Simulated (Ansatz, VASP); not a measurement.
**Two plane-wave programs on In2O3**

File INCAR:

```
PREC = Accurate
ENCUT = 520
EDIFF = 1E-7
ISMEAR = 0
SIGMA = 0.01
LREAL = False
LASPH = True
NELM = 60
ALGO = Normal
ISIF = 2
LWAVE = False
LCHARG = False
GGA = PE
NBANDS = 55
```

File KPOINTS:

```
Automatic mesh
0
Gamma
  4 4 4
```

The input POSCAR:

```
In2O3
1.0
    2.8423205739      1.6410145484      5.0151196071
   -2.8423205739      1.6410145484      5.0151196071
    0.0000000000     -3.2820290969      5.0151196071
In O
4 6
Direct
    0.3572103735      0.3572103735      0.3572103735
    0.1427896265      0.1427896265      0.1427896265
    0.6427896265      0.6427896265      0.6427896265
    0.8572103735      0.8572103735      0.8572103735
    0.5465459606      0.9534540394      0.2500000000
    0.2500000000      0.5465459606      0.9534540394
    0.9534540394      0.2500000000      0.5465459606
    0.4534540394      0.0465459606      0.7500000000
    0.7500000000      0.4534540394      0.0465459606
    0.0465459606      0.7500000000      0.4534540394
```

Input for Ansatz:

```yaml
crystal:
  lattice:
    - [2.8423205739, 1.6410145484, 5.0151196071]
    - [-2.8423205739, 1.6410145484, 5.0151196071]
    - [0.0, -3.2820290969, 5.0151196071]
  atoms:
    - { symbol: In, position: [0.3572103735, 0.3572103735, 0.3572103735] }
    - { symbol: In, position: [0.1427896265, 0.1427896265, 0.1427896265] }
    - { symbol: In, position: [0.6427896265, 0.6427896265, 0.6427896265] }
    - { symbol: In, position: [0.8572103735, 0.8572103735, 0.8572103735] }
    - { symbol: O, position: [0.5465459606, 0.9534540394, 0.25] }
    - { symbol: O, position: [0.25, 0.5465459606, 0.9534540394] }
    - { symbol: O, position: [0.9534540394, 0.25, 0.5465459606] }
    - { symbol: O, position: [0.4534540394, 0.0465459606, 0.75] }
    - { symbol: O, position: [0.75, 0.4534540394, 0.0465459606] }
    - { symbol: O, position: [0.0465459606, 0.75, 0.4534540394] }
kpoints:
  mp_grid: { grid: [4, 4, 4] }
hamiltonian:
  xc: pbe
scf:
  occupations: { method: fixed }
  n_extra_bands: 6
output:
  forces: true
  stress: true
  eigenvalues: true
```

Alike in both runs: task single point; functional PBE; k mesh 4 × 4 × 4; no spin polarisation.

|  | VASP | Ansatz |
| --- | --- | --- |
| version | VASP 6.6.1 | Ansatz 0.2.0 |
| potentials or method | VASP PAW PBE potentials, release 64 (In_d, O) | plane waves, PAW |
| plane-wave cutoff (eV) | 520 | 420 |
| occupations | gaussian, width 0.01 eV | fixed |
| valence electrons in the cell | 88 | 88 |

Ansatz gave:

```
gap on the k mesh at the Fermi level (eV)                     : 0.59
pressure (GPa)                                                : -7.8
traceless stress, the component that is largest in VASP (GPa) : 0.79
rms of the force components (eV/Å)                            : 0.033
```

Estimate VASP's values.

gap on the k mesh at the Fermi level (eV): 0.59; pressure (GPa): -7.5; traceless stress, the component that is largest in VASP (GPa): 0.68; rms of the force components (eV/Å): 0.037.

Atom by atom the forces differ by 0.006 eV/Å (rms over components).
